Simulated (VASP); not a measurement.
# Pt (Fm-3m) in VASP: further runs, part 2 of 2

VASP 6.6.1.

**4. Single point, PBE**

This run uses another cell than the first one, of 15.23 Å³/atom, 1.063 times its volume.

The input, INCAR:

```
ALGO     = Normal         # electronic algorithm
EDIFF    = 1E-7           # SCF threshold, eV
ENCUT    = 520            # plane-wave cutoff, eV
GGA      = PE             # functional
ISIF     = 2              # what is computed and relaxed
ISMEAR   = 1              # smearing method
LASPH    = True           # aspherical terms in the spheres
LCHARG   = False          # write CHGCAR
LREAL    = False          # projectors in reciprocal space
LWAVE    = False          # write WAVECAR
NBANDS   = 11             # bands
NELM     = 100            # most SCF steps
PREC     = Accurate       # precision mode
SIGMA    = 0.05           # smearing width, eV
```

The input, KPOINTS:

```
k-points
0
Gamma
  10 10 10
```

The input, POSCAR:

```
Pt
1.0
    0.0000000000      1.9674146658      1.9674146658
    1.9674146658      0.0000000000      1.9674146658
    1.9674146658      1.9674146658      0.0000000000
Pt
1
Direct
    0.0000000000      0.0000000000      0.0000000000
```

Potentials or basis: VASP PAW PBE potentials, release 64 (Pt).

The run is started by

```
$ cat potpaw_PBE.64/Pt/POTCAR > POTCAR
$ mpirun -np 1 vasp_std > vasp.out
```

OUTCAR:

```text
EDIFF = 1E-7
   ENCUT = 520
   GGA = PE
   ISIF = 2
   ISMEAR = 1
   LASPH = True
   LREAL = False
   NELM = 100
   PREC = Accurate

 ion  position               nearest neighbor table
   1  0.000  0.000  0.000-

  LATTYP: Found a face centered cubic cell.
 ALAT       =     3.9348293316

  Lattice vectors:

 A1 = (   0.0000000000,   1.9674146658,   1.9674146658)
 A2 = (   1.9674146658,   0.0000000000,   1.9674146658)
 A3 = (   1.9674146658,   1.9674146658,   0.0000000000)

Analysis of symmetry for initial positions (statically):
=====================================================================
 Subroutine PRICEL returns:
 Original cell was already a primitive cell.

 Routine SETGRP: Setting up the symmetry group for a
 face centered cubic supercell.

 Subroutine GETGRP returns: Found 48 space group operations
 (whereof 48 operations were pure point group operations)
 out of a pool of 48 trial point group operations.

The static configuration has the point symmetry O_h .

Analysis of symmetry for dynamics (positions and initial velocities):
=====================================================================
 Subroutine PRICEL returns:
 Original cell was already a primitive cell.

 Routine SETGRP: Setting up the symmetry group for a
 face centered cubic supercell.

 Subroutine GETGRP returns: Found 48 space group operations
 (whereof 48 operations were pure point group operations)
 out of a pool of 48 trial point group operations.

The dynamic configuration has the point symmetry O_h .

 Subroutine INISYM returns: Found 48 space group operations
 (whereof 48 operations are pure point group operations),
 and found     1 'primitive' translations

----------------------------------------------------------------------------------------

                                     Primitive cell

  volume of cell :      15.2306

  direct lattice vectors                    reciprocal lattice vectors
[... 110 lines left out ...]
   GGA     = PE    functional components
   LHFCALC =     F    Hartree Fock is set to
   AEXX    =    0.0000 exact exchange contribution
   IVDW    =     0    specifies the selected vdW correction
   LEPSILON=     F    determine dielectric tensor
   LRPA    =     F    only Hartree local field effects (RPA)
 non-spin polarized calculation
 Methfessel and Paxton  Order N= 1 SIGMA  =   0.05
  energy-cutoff  :      520.00
  volume of cell :       15.23
 maximum number of plane-waves:       424
 NGX is ok and might be reduce to    24
   NGX = 11   NGY = 11   NGZ = 11

 number of electron      10.0000000 magnetization

 Free energy of the ion-electron system (eV)
  ---------------------------------------------------
  ext. energy  EPLUGINS =         0.00000000
  ---------------------------------------------------
  free energy    TOTEN  =        -6.07640739 eV

  energy without entropy =       -6.07674610  energy(sigma->0) =       -6.07652030

 E-fermi :  11.0899     XC(G=0): -13.4316

 val. band max:       11.0776562154   @ k =   0.5000   0.5000   0.0000
 cond. band min:      11.1134410920   @ k =   0.5000   0.0000   0.0000
 fundamental gap:      0.0357848766
 Fermi energy:        11.0898988921

 k-point     1 :       0.0000    0.0000    0.0000
  band No.  band energies     occupation
      1       0.9701      2.00000
      2       7.3487      2.00000
      3       7.3487      2.00000
      4       7.3487      2.00000
      5       9.4680      2.00000
      6       9.4680      2.00000
      7      25.7436      0.00000
      8      30.6530      0.00000
      9      30.6530      0.00000
     10      30.6530      0.00000
     11      35.9599      0.00000
[... 309 lines left out ...]
 k-point    24 :       0.4000    0.3000    0.0000
  band No.  band energies     occupation
      1       4.5668      2.00000
      2       5.1947      2.00000
      3       8.5058      2.00000
      4       9.7879      2.00000
      5      11.0143      2.05423
      6      11.3083     -0.00000
      7      23.0005      0.00000
      8      25.3368      0.00000
      9      25.7775      0.00000
     10      30.8939      0.00000
     11      33.0510      0.00000

 [... further k-points ...]

------------------------ aborting loop because EDIFF is reached ----------------------------------------

  FORCE on cell =-STRESS in cart. coord.  units (eV):
  Direction    XX          YY          ZZ          XY          YZ          ZX
  --------------------------------------------------------------------------------------
  -------------------------------------------------------------------------------------
  Total        0.6288703      0.6288703      0.6288703      0.0000000     -0.0000000      0.0000000
  in kB       66.1536770     66.1536770     66.1536770      0.0000000     -0.0000000      0.0000000
  external PRESSURE =      66.1536770 kB  Pullay stress =       0.0000000 kB

 VOLUME and BASIS-vectors are now :
 -----------------------------------------------------------------------------
  energy-cutoff  :      520.00
  volume of cell :       15.23
      direct lattice vectors                 reciprocal lattice vectors
     0.000000000  1.967414666  1.967414666    -0.254140629  0.254140629  0.254140629
     1.967414666  0.000000000  1.967414666     0.254140629 -0.254140629  0.254140629
     1.967414666  1.967414666  0.000000000     0.254140629  0.254140629 -0.254140629

 POSITION                                       TOTAL-FORCE (eV/Angst)
 -----------------------------------------------------------------------------------
      0.00000      0.00000      0.00000        -0.000000     -0.000000     -0.000000
 -----------------------------------------------------------------------------------
    total drift:                               -0.000000     -0.000000     -0.000000

  FREE ENERGIE OF THE ION-ELECTRON SYSTEM (eV)
  ---------------------------------------------------
  free  energy   TOTEN  =        -6.0764073946 eV

  energy  without entropy=       -6.0767461029  energy(sigma->0) =       -6.07652030
```

OSZICAR:

```text
N       E                     dE             d eps       ncg     rms          rms(c)
DAV:   1     0.405754824084E+02    0.40575E+02   -0.53658E+03  1058   0.854E+02
DAV:   2    -0.578945534844E+01   -0.46365E+02   -0.44151E+02  1180   0.172E+02
DAV:   3    -0.644671238072E+01   -0.65726E+00   -0.65246E+00  1202   0.198E+01
DAV:   4    -0.644912733646E+01   -0.24150E-02   -0.24149E-02  1175   0.143E+00
DAV:   5    -0.644914676484E+01   -0.19428E-04   -0.19428E-04  1214   0.119E-01    0.126E+01
DAV:   6    -0.611838871354E+01    0.33076E+00   -0.74621E-01  1106   0.691E+00    0.665E+00
DAV:   7    -0.607976729276E+01    0.38621E-01   -0.14306E-01  1196   0.295E+00    0.246E+00
DAV:   8    -0.607655787485E+01    0.32094E-02   -0.50572E-03  1118   0.615E-01    0.521E-01
DAV:   9    -0.607640442910E+01    0.15345E-03   -0.70460E-05  1157   0.766E-02    0.494E-02
DAV:  10    -0.607640741585E+01   -0.29867E-05   -0.28970E-06  1304   0.139E-02    0.211E-03
DAV:  11    -0.607640739465E+01    0.21199E-07   -0.47425E-08   958   0.191E-03
   1 F= -.60764074E+01 E0= -.60765203E+01  d E =0.338708E-03
```

stdout:

```text
POSCAR found type information on POSCAR Pt
 POSCAR found :  1 types and       1 ions
 scaLAPACK will be used
 LDA part: xc-table for (Slater+PW92), standard interpolation
 POSCAR, INCAR and KPOINTS ok, starting setup
 FFT: planning ... GRIDC
 FFT: planning ... GRID_SOFT
 FFT: planning ... GRID
 WAVECAR not read
 entering main loop
```

Wall time 11 s (1 thread of AMD EPYC 7R13, shared host); peak memory 0.11 GiB.

What came out:

* Free energy: -6.0764 eV
* Pressure: 6.6 GPa
* Band gap on the k mesh: zero (band 5 reaches 11.56 eV, above the bottom of band 6 at 9.39 eV)

Levels at points of the mesh, in eV from the Fermi level:
```
           k point  band 1  band 2  band 3  band 4  band 5  band 6  band 7  band 8  band 9  band 10
(0.00, 0.00, 0.00)  -10.12   -3.74   -3.74   -3.74   -1.62   -1.62   14.65   19.56   19.56    19.56
(0.50, 0.00, 0.00)   -7.24   -3.80   -3.80   -0.45    0.02    0.02    5.75   14.22   18.90    18.90
(0.50, 0.50, 0.00)   -6.98   -6.53   -0.01    0.47    0.47    1.79    8.76   11.35   11.35    20.01
```

Caveat: spin-orbit coupling is left out, which moves the levels of the heavy elements.

**5. Single point, PBE**

This run uses another cell than the first one, of 15.68 Å³/atom, 1.095 times its volume.

The input, INCAR:

```
PREC = Accurate
ENCUT = 520
EDIFF = 1E-7
ISMEAR = 1
SIGMA = 0.05
LREAL = False
LASPH = True
NELM = 60
ALGO = Normal
ISIF = 2
LWAVE = False
LCHARG = False
GGA = PE
NBANDS = 11
```

The input, KPOINTS:

```
Automatic mesh
0
Gamma
  10 10 10
```

The input, POSCAR:

```
Pt
1.0
    0.0000000000      1.9867042750      1.9867042750
    1.9867042750      0.0000000000      1.9867042750
    1.9867042750      1.9867042750      0.0000000000
Pt
1
Direct
    0.0000000000      0.0000000000      0.0000000000
```

The run is started by

```
$ cat potpaw_PBE.64/Pt/POTCAR > POTCAR
$ mpirun -np 1 vasp_std > vasp.out
```

Run time: 13 s. Hardware: 1 thread of AMD EPYC 7R13, shared host; peak memory 0.11 GiB.

The run converged. Its results:

- Free energy: -6.0841 eV
- Pressure: -1.2 GPa
- Band gap on the k mesh: zero (band 5 reaches 10.98 eV, above the bottom of band 6 at 8.92 eV)

Levels at points of the mesh, in eV from the Fermi level:
| k point | band 3 | band 4 | band 5 | band 6 | band 7 | band 8 |
| --- | --- | --- | --- | --- | --- | --- |
| (0.00, 0.00, 0.00) | -3.56 | -3.56 | -1.54 | -1.54 | 14.74 | 19.49 |
| (0.50, 0.00, 0.00) | -3.61 | -0.31 | 0.03 | 0.03 | 5.55 | 14.30 |
| (0.50, 0.50, 0.00) | -0.01 | 0.45 | 0.45 | 1.86 | 8.46 | 11.27 |

Caveat: spin-orbit coupling is left out, which moves the levels of the heavy elements.

**6. Single point, PBE**

This run uses another cell than the first one, of 16.14 Å³/atom, 1.126 times its volume.

The input, INCAR:

```
  ALGO = Normal
  EDIFF = 1E-7
  ENCUT = 520
  GGA = PE
  ISIF = 2
  ISMEAR = 1
  LASPH = True
  LCHARG = False
  LREAL = False
  LWAVE = False
  NBANDS = 11
  NELM = 100
  PREC = Accurate
  SIGMA = 0.05
```

The input, KPOINTS:

```
k-points
0
Gamma
  10 10 10
```

The input, POSCAR:

```
Pt
1.0
    0.0000000000      2.0056264069      2.0056264069
    2.0056264069      0.0000000000      2.0056264069
    2.0056264069      2.0056264069      0.0000000000
Pt
1
Direct
    0.0000000000      0.0000000000      0.0000000000
```

Potentials or basis: VASP PAW PBE potentials, release 64 (Pt).

The run is started by

```
$ cat potpaw_PBE.64/Pt/POTCAR > POTCAR
$ mpirun -np 1 vasp_std > vasp.out
```

Wall time 12 s (1 thread of AMD EPYC 7R13, shared host); peak memory 0.11 GiB.

Results (log left out):

- Free energy: -6.0719 eV
- Pressure: -7.6 GPa
- Band gap on the k mesh: zero (band 5 reaches 10.43 eV, above the bottom of band 6 at 8.48 eV)

Levels at points of the mesh, in eV from the Fermi level:
```tsv
k point	band 3	band 4	band 5	band 6	band 7	band 8
(0.00, 0.00, 0.00)	-3.39	-3.39	-1.47	-1.47	14.81	19.39
(0.50, 0.00, 0.00)	-3.44	-0.19	0.03	0.03	5.34	14.35
(0.50, 0.50, 0.00)	-0.01	0.43	0.43	1.92	8.17	11.18
```

Caveat: spin-orbit coupling is left out, which moves the levels of the heavy elements.

**7. Overview**

```tsv
cell	gap on the mesh (eV)	pressure (GPa)
a = 2.726 Å, angles 60.0°, 1 atom	none	27.2
a = 2.755 Å, angles 60.0°, 1 atom	none	16.0
a = 2.782 Å, angles 60.0°, 1 atom	none	6.6
a = 2.810 Å, angles 60.0°, 1 atom	none	-1.2
a = 2.836 Å, angles 60.0°, 1 atom	none	-7.6
```

Alike in all rows: task single point; level PBE; potentials or basis VASP PAW PBE potentials, release 64 (Pt); no spin polarisation; k mesh 10 × 10 × 10; cutoff (eV) 520; smearing methfessel-paxton 0.05 eV.

Caveats: spin-orbit coupling is left out, which moves the levels of the heavy elements.

Absolute energies hang on the potentials; compare differences alone.
